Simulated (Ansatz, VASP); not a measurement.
## Two plane-wave programs on Ta3Br

```xyz
4
Lattice="4.2705 0.0000 0.0000 0.0000 4.2705 0.0000 0.0000 0.0000 4.2705" Properties=species:S:1:pos:R:3 pbc="T T T"
Ta    0.0000    2.1352    2.1352
Ta    2.1352    0.0000    2.1352
Ta    2.1352    2.1352    0.0000
Br    0.0000    0.0000    0.0000
```

Alike in both runs: task relaxation of cell and atoms; functional r2SCAN; k mesh 4 × 4 × 4; occupations gaussian, width 0.1 eV; no spin polarisation.

|  | VASP | Ansatz |
| --- | --- | --- |
| version | VASP 6.6.1 | Ansatz 0.2.0 |
| potentials or method | VASP PAW PBE potentials, release 64 (Ta_pv, Br), cutoff 600 eV | scalar-relativistic, plane waves, PAW |
| valence electrons in the cell | 40 | 46 |

```tsv
	VASP	Ansatz	Ansatz less VASP
gap on the k mesh at the Fermi level, each at its own relaxed structure (eV)	none	none	-
relaxed volume (Å³/atom)	18.58	18.51	-0.072
relaxed cell length with the largest relative difference (Å)	4.205	4.199	-0.0055
```

VASP's potentials were made for PBE, not for r2SCAN. A gap of «none» marks a metal or a gap that the smearing closes. VASP's potentials hold 40 valence electrons a cell and Ansatz's 46, so a difference there can come from the potentials and not from the codes.

The k mesh is coarse, so the values compare programs but aren't converged. Spin-orbit coupling is off throughout.
